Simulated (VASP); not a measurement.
Here is a VASP 6.6.1 calculation.

Contents of INCAR:

```
PREC = Accurate
ENCUT = 520
EDIFF = 1E-7
ISMEAR = -1
SIGMA = 0.36
LREAL = Auto
LASPH = T
NELM = 100
ALGO = Normal
ISIF = 2
LWAVE = F
LCHARG = F
GGA = PE
IVDW = 12
NBANDS = 126
```

KPOINTS

```
regular mesh
0
Gamma
  2 2 2
```

File POSCAR:

```
Ge
1.0
    0.0000000000      5.8591340000      5.8591340000
    5.8591340000      0.0000000000      5.8591340000
    5.8591340000      5.8591340000      0.0000000000
Ge
16
Direct
    0.0346467584     -0.0033281369     -0.0662555251
    0.1236360186      0.1154095469      0.0950311087
    0.0287926509     -0.0746185358      0.5361884538
    0.0500244575      0.1473255263      0.6033144147
   -0.0229129424      0.4639849507      0.0604270187
    0.1207857680      0.6324996151      0.1290293071
    0.0369849879      0.4965238890      0.4876488573
    0.1333388176      0.5764418428      0.7142267100
    0.5662782247     -0.0572780892     -0.0473619480
    0.6493877764      0.1473852621      0.0159494560
    0.5168084567      0.0151472897      0.3690050441
    0.6582713418      0.0436583290      0.5358983085
    0.5374770401      0.5438261013     -0.0745588000
    0.6076239253      0.6148775570      0.1859233805
    0.5748545775      0.4314545460      0.5152894609
    0.5857947608      0.6432947258      0.6102693675
```

Potentials or basis: VASP PAW PBE potentials, release 64 (Ge_d).

Launch:

```console
$ cat potpaw_PBE.64/Ge_d/POTCAR > POTCAR
$ mpirun -np 1 vasp_std > vasp.out
```

Estimate the pressure.

1.6 GPa.

What does it give for the largest force?

4.061 eV/Å.

What does it give for the band gap on the k mesh?

Zero (bands 112 and 113 overlap by 0.49 eV).

Stress tensor (GPa, compression positive):
```
 1.69  3.65  1.33
 3.65  1.69 -3.01
 1.33 -3.01  1.32
```

Caveat: the k points lie up to 0.46 Å⁻¹ apart; the atoms stand as in a frame of molecular dynamics; so wide a smearing shifts energies and pressures; semilocal functionals underestimate gaps, and a narrow one can read as zero; forces of over 1 eV/Å act on the atoms, so gaps and moduli don't describe the material at rest.
